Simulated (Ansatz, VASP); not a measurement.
C in VASP and in Ansatz

File INCAR:

```
SYSTEM = C
ALGO = Normal
DIPOL = 0.5 0.5 0.500
EDIFF = 1E-6
ENCUT = 520
GGA = PS
IDIPOL = 3
ISIF = 2
ISMEAR = 0
LASPH = .True.
LCHARG = .False.
LDIPOL = .True.
LREAL = .False.
LWAVE = .False.
NBANDS = 36
NELM = 100
PREC = Accurate
SIGMA = 0.05
```

Contents of KPOINTS:

```
k-points
0
Gamma
  12 12 1
  0 0 0
```

POSCAR

```
C
1.0
    2.5129226041      0.0000000000      0.0000000000
   -1.2564613021      2.1762548129      0.0000000000
    0.0000000000      0.0000000000     25.7719117505
C
12
Direct
    0.3333333333      0.6666666667      0.2910144995
    0.0000000000      0.0000000000      0.3109178805
    0.0000000000      0.0000000000      0.3706280235
    0.6666666667      0.3333333333      0.3905314045
    0.6666666667      0.3333333333      0.4502415475
    0.3333333333      0.6666666667      0.4701449285
    0.3333333333      0.6666666667      0.5298550715
    0.0000000000      0.0000000000      0.5497584525
    0.0000000000      0.0000000000      0.6094685955
    0.6666666667      0.3333333333      0.6293719765
    0.6666666667      0.3333333333      0.6890821195
    0.3333333333      0.6666666667      0.7089855005
```

Input for Ansatz:

```yaml
crystal:
  lattice:
    - [2.5129226041, 0.0, 0.0]
    - [-1.2564613021, 2.1762548129, 0.0]
    - [0.0, 0.0, 25.7719117505]
  atoms:
    - { symbol: C, position: [0.3333333333, 0.6666666667, 0.2910144995] }
    - { symbol: C, position: [0.0, 0.0, 0.3109178805] }
    - { symbol: C, position: [0.0, 0.0, 0.3706280235] }
    - { symbol: C, position: [0.6666666667, 0.3333333333, 0.3905314045] }
    - { symbol: C, position: [0.6666666667, 0.3333333333, 0.4502415475] }
    - { symbol: C, position: [0.3333333333, 0.6666666667, 0.4701449285] }
    - { symbol: C, position: [0.3333333333, 0.6666666667, 0.5298550715] }
    - { symbol: C, position: [0.0, 0.0, 0.5497584525] }
    - { symbol: C, position: [0.0, 0.0, 0.6094685955] }
    - { symbol: C, position: [0.6666666667, 0.3333333333, 0.6293719765] }
    - { symbol: C, position: [0.6666666667, 0.3333333333, 0.6890821195] }
    - { symbol: C, position: [0.3333333333, 0.6666666667, 0.7089855005] }
basis:
  ecutwfc: 420
kpoints:
  mp_grid: { grid: [12, 12, 1] }
hamiltonian:
  xc: pbesol
scf:
  occupations: { method: gaussian, width: 0.05 }
output:
  forces: true
  stress: true
  eigenvalues: true
  write_density: true
  write_potential: true
  elf: true
  volumetric_format: npy
efield:
  axis: 3
  dipole_correction: true
  ramp_width: 0.04
```

Alike in both runs: task single point; functional PBEsol; k mesh 12 × 12 × 1; occupations gaussian, width 0.05 eV; no spin polarisation.

|  | VASP | Ansatz |
| --- | --- | --- |
| version | VASP 6.6.1 | Ansatz 0.2.0 |
| potentials or method | VASP PAW PBE potentials, release 64 (C), cutoff 520 eV | scalar-relativistic, plane waves, PAW |
| valence electrons in the cell | 48 | 48 |

VASP gave:

| Item | Value |
| --- | --- |
| gap on the k mesh at the Fermi level (eV) | none |
| rms of the force components (eV/Å) | 1.493 |

Task: What did Ansatz give for the same quantities?

Result: gap on the k mesh at the Fermi level (eV): none; rms of the force components (eV/Å): 1.499.

VASP's potentials were made for PBE, not for PBEsol. Atom by atom the forces differ by 0.010 eV/Å (rms over components). A gap of «none» marks a metal or a gap that the smearing closes. Ansatz's warnings: xc potential rough in thin density.
